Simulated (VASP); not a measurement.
# TePb in VASP: further runs, part 2 of 2

VASP 6.6.1.

## (4) Single point, PBE

Contents of INCAR:

```
SYSTEM = TePb
  PREC = Accurate
  ENCUT = 520
  EDIFF = 1E-7
  ISMEAR = 0
  SIGMA = 0.1
  LREAL = .FALSE.
  LASPH = .TRUE.
  NELM = 100
  ALGO = Normal
  ISIF = 2
  LWAVE = .FALSE.
  LCHARG = .FALSE.
  LDIPOL = .TRUE.
  IDIPOL = 3
  DIPOL = 0.5 0.5 0.276
  GGA = PE
  NBANDS = 28
```

Contents of KPOINTS:

```
regular mesh
0
G
  10 10 1
  0 0 0
```

Contents of POSCAR:

```
TePb
1.0
    4.8339210944      0.0000000000      0.0000000000
    0.0000000000      4.8339210944      0.0000000000
    0.0000000000      0.0000000000     32.5627290052
Te Pb
2 2
Direct
    0.0000000000      0.0000000000      0.3429616069
    0.0000000000      0.0000000000      0.2098176149
    0.5000000000      0.0000000000      0.2763896109
    0.0000000000      0.5000000000      0.2763896109
```

Potentials or basis: VASP PAW PBE potentials, release 64 (Te, Pb_d).

Started as:

```console
$ cat potpaw_PBE.64/Te/POTCAR potpaw_PBE.64/Pb_d/POTCAR > POTCAR
$ mpirun -np 1 vasp_std > vasp.out
```

OUTCAR:

```text
SYSTEM = TePb
   PREC = Accurate
   ENCUT = 520
   EDIFF = 1E-7
   ISMEAR = 0
   LREAL = .FALSE.
   LASPH = .TRUE.
   NELM = 100
   ISIF = 2
   GGA = PE

 ion  position               nearest neighbor table
   1  0.000  0.000  0.343-   3 3.25   4 3.25   4 3.25   3 3.25
   2  0.000  0.000  0.210-   3 3.25   4 3.25   4 3.25   3 3.25
   3  0.500  0.000  0.276-   1 3.25   2 3.25   1 3.25   2 3.25   4 3.42   4 3.42   4 3.42   4 3.42

   4  0.000  0.500  0.276-   1 3.25   2 3.25   1 3.25   2 3.25   3 3.42   3 3.42   3 3.42   3 3.42

  LATTYP: Found a simple tetragonal cell.
 ALAT       =     4.8339210944
 C/A-ratio  =     6.7362971735

  Lattice vectors:

 A1 = (   4.8339210944,   0.0000000000,   0.0000000000)
 A2 = (   0.0000000000,   4.8339210944,   0.0000000000)
 A3 = (   0.0000000000,   0.0000000000,  32.5627290052)

Analysis of symmetry for initial positions (statically):
=====================================================================
 Subroutine PRICEL returns:
 Original cell was already a primitive cell.

 Routine SETGRP: Setting up the symmetry group for a
 simple tetragonal supercell.

 Subroutine GETGRP returns: Found 16 space group operations
 (whereof  8 operations were pure point group operations)
 out of a pool of 16 trial point group operations.

The static configuration has the point symmetry C_4v.
 The point group associated with its full space group is D_4h.

Analysis of symmetry for dynamics (positions and initial velocities):
=====================================================================
 Subroutine PRICEL returns:
 Original cell was already a primitive cell.

 Routine SETGRP: Setting up the symmetry group for a
 simple tetragonal supercell.

 Subroutine GETGRP returns: Found 16 space group operations
 (whereof  8 operations were pure point group operations)
[... 126 lines left out ...]
  Thomas-Fermi vector in A             =   1.669865
   LORBIT       =      0    0 simple, 1 ext, 2 COOP (PROOUT), +10 PAW based schemes
   GGA     = PE    functional components
   LHFCALC =     F    Hartree Fock is set to
   AEXX    =    0.0000 exact exchange contribution
   IVDW    =     0    specifies the selected vdW correction
   LEPSILON=     F    determine dielectric tensor
   LRPA    =     F    only Hartree local field effects (RPA)
 non-spin polarized calculation
 Gauss-broadening in eV      SIGMA  =   0.10
  energy-cutoff  :      520.00
  volume of cell :      760.89
 maximum number of plane-waves:     20596
 NGX is ok and might be reduce to    36
   NGX = 17   NGY = 17   NGZ =121

 dipolmoment           0.000000      0.000000     -0.000001 electrons x Angstroem

 number of electron      40.0000013 magnetization

 dipolmoment           0.000000      0.000000      0.000000 electrons x Angstroem

 Free energy of the ion-electron system (eV)
  ---------------------------------------------------
  ext. energy  EPLUGINS =         0.00000000
  ---------------------------------------------------
  free energy    TOTEN  =       -12.99300694 eV

  energy without entropy =      -12.96130173  energy(sigma->0) =      -12.97715434

 E-fermi :  -3.6080     XC(G=0):  -2.1091

 val. band max:       -3.6092840695   @ k =   0.5000   0.3000   0.0000
 cond. band min:      -3.6027517581   @ k =   0.2000   0.0000   0.0000
 fundamental gap:      0.0065323113
 Fermi energy:        -3.6079736465

 k-point     1 :       0.0000    0.0000    0.0000
  band No.  band energies     occupation
      1     -20.4804      2.00000
      2     -20.3814      2.00000
      3     -20.2620      2.00000
      4     -20.2445      2.00000
      5     -20.2445      2.00000
      6     -20.1544      2.00000
[... 640 lines left out ...]
     27       2.5454      0.00000
     28       3.4392      0.00000

------------------------ aborting loop because EDIFF is reached ----------------------------------------

 vacuum level on the upper side and lower side of the slab       (xc-potential included)        -0.006        -0.006

  FORCE on cell =-STRESS in cart. coord.  units (eV):
  Direction    XX          YY          ZZ          XY          YZ          ZX
  --------------------------------------------------------------------------------------
  -------------------------------------------------------------------------------------
  Total       -0.0288795     -0.0288795     -0.0154915      0.0000000      0.0000000      0.0000000
  in kB       -0.0608108     -0.0608108     -0.0326201      0.0000000      0.0000000      0.0000000
  external PRESSURE =      -0.0514139 kB  Pullay stress =       0.0000000 kB

 VOLUME and BASIS-vectors are now :
 -----------------------------------------------------------------------------
  energy-cutoff  :      520.00
  volume of cell :      760.89
      direct lattice vectors                 reciprocal lattice vectors
     4.833921094  0.000000000  0.000000000     0.206871395  0.000000000  0.000000000
     0.000000000  4.833921094  0.000000000     0.000000000  0.206871395  0.000000000
     0.000000000  0.000000000 32.562729005     0.000000000  0.000000000  0.030709957

 POSITION                                       TOTAL-FORCE (eV/Angst)
 -----------------------------------------------------------------------------------
      0.00000      0.00000     11.16777         0.000000     -0.000000      0.004279
      0.00000      0.00000      6.83223        -0.000000     -0.000000     -0.004279
      2.41696      0.00000      9.00000        -0.000000     -0.000000      0.000000
      0.00000      2.41696      9.00000        -0.000000      0.000000      0.000000
 -----------------------------------------------------------------------------------
    total drift:                                0.000000      0.000000     -0.000044

  FREE ENERGIE OF THE ION-ELECTRON SYSTEM (eV)
  ---------------------------------------------------
  free  energy   TOTEN  =       -12.9930069443 eV

  energy  without entropy=      -12.9613017306  energy(sigma->0) =      -12.97715434

 vacuum level on the upper side and lower side of the slab         1.931         1.931
```

OSZICAR:

```text
N       E                     dE             d eps       ncg     rms          rms(c)
DAV:   1     0.327830633854E+03    0.32783E+03   -0.14021E+04  1440   0.991E+02
DAV:   2     0.202025765527E+02   -0.30763E+03   -0.30428E+03  1504   0.283E+02
DAV:   3    -0.120867035344E+02   -0.32289E+02   -0.32106E+02  1500   0.113E+02
DAV:   4    -0.133128989129E+02   -0.12262E+01   -0.12238E+01  1492   0.296E+01
[... 14 lines left out ...]
DAV:  19    -0.129930056345E+02   -0.56495E-06    0.61545E-09   956   0.480E-04    0.131E-04
DAV:  20    -0.129930064735E+02   -0.83899E-06   -0.11692E-09   928   0.309E-04    0.150E-04
DAV:  21    -0.129930067383E+02   -0.26476E-06    0.66671E-09   996   0.225E-04    0.142E-04
DAV:  22    -0.129930069135E+02   -0.17524E-06    0.82547E-09   868   0.262E-04    0.865E-05
DAV:  23    -0.129930069443E+02   -0.30800E-07    0.97449E-09   796   0.177E-04
   1 F= -.12993007E+02 E0= -.12977154E+02  d E =-.317052E-01
```

Run time: 13 min. Hardware: 1 thread of Intel Xeon Platinum 8259CL at 2.50GHz (Skylake/Cascade Lake), shared host; peak memory 0.92 GiB.

Results:

- Free energy: -12.9930 eV
- Largest force: 0.004 eV/Å
- Band gap on the k mesh: zero (band 20 reaches -3.45 eV, above the bottom of band 21 at -3.77 eV)

Forces in eV/Å, atoms in the order of the input:
```
Te   0.000  0.000  0.004
Te   0.000  0.000 -0.004
Pb   0.000  0.000  0.000
Pb   0.000  0.000  0.000
```

Caveat: spin-orbit coupling is left out, which moves the levels of the heavy elements.

## (5) Single point, PBE

This run uses another cell than the first one, of 95.75 Å³/atom, 0.503 times its volume.

Contents of INCAR:

```
SYSTEM = TePb
PREC = Accurate
ENCUT = 520
EDIFF = 1E-6
ISMEAR = 0
SIGMA = 0.1
LREAL = .FALSE.
LASPH = .TRUE.
NELM = 80
ALGO = Normal
ISIF = 2
LWAVE = .FALSE.
LCHARG = .FALSE.
LDIPOL = .TRUE.
IDIPOL = 3
DIPOL = 0.5 0.5 0.500
GGA = PE
NBANDS = 28
```

Contents of KPOINTS:

```
Automatic mesh
0
G
  4 4 1
  0 0 0
```

Contents of POSCAR:

```
TePb
1.0
    4.6127116500      0.0000000000      0.0000000000
    0.0000000000      4.6127116500      0.0000000000
    0.0000000000      0.0000000000     18.0000000000
Te Pb
2 2
Direct
    0.0000000000      0.0000000000      0.5894011900
    0.0000000000      0.0000000000      0.4105988100
    0.5000000000      0.0000000000      0.5000000000
    0.0000000000      0.5000000000      0.5000000000
```

Started as:

```console
$ cat potpaw_PBE.64/Te/POTCAR potpaw_PBE.64/Pb_d/POTCAR > POTCAR
$ mpirun -np 1 vasp_std > vasp.out
```

Run time: 55 s. Hardware: 1 thread of Intel Xeon Platinum 8488C (Sapphire Rapids), shared host; peak memory 0.42 GiB.

It converged, with:

```yaml
Free_energy: -9.8027 eV
Largest_force: 5.259 eV/Å
Band_gap_on_the_k_mesh: zero (band 20 reaches -0.44 eV, above the bottom of band 21 at -1.13 eV)
```

Forces in eV/Å, atoms in the order of the input:
```
Te   0.000  0.000  5.259
Te   0.000  0.000 -5.259
Pb   0.000  0.000  0.000
Pb   0.000  0.000  0.000
```

Levels at points of the mesh, in eV from the Fermi level:
```tsv
k point	band 17	band 18	band 19	band 20	band 21	band 22	band 23	band 24
(0.00, 0.00, 0.00)	-2.01	-1.30	-1.30	-1.26	1.08	1.31	2.04	2.04
(0.50, 0.00, 0.00)	-3.06	-1.20	-0.69	0.12	0.25	0.66	1.87	4.23
(0.50, 0.50, 0.00)	-4.18	-3.91	0.14	0.49	0.49	3.21	4.89	5.42
```

Caveat: spin-orbit coupling is left out, which moves the levels of the heavy elements.

## (6) Summary

```csv
cell,k mesh,gap on the mesh (eV),largest force (eV/Å)
"a = 4.834, b = 4.834, c = 32.563 Å, 4 atoms",10 × 10 × 1,none,-
"a = 4.770, b = 4.770, c = 30.237 Å, 4 atoms",10 × 10 × 1,none,0.02
"a = 4.613, b = 4.613, c = 18.000 Å, 4 atoms",4 × 4 × 1,none,5.26
```

Alike in all rows: task single point; level PBE; potentials or basis VASP PAW PBE potentials, release 64 (Te, Pb_d); no spin polarisation; cutoff (eV) 520; smearing gaussian 0.1 eV.

Caveats: spin-orbit coupling is left out, which moves the levels of the heavy elements.

Absolute energies hang on the potentials; compare differences alone.
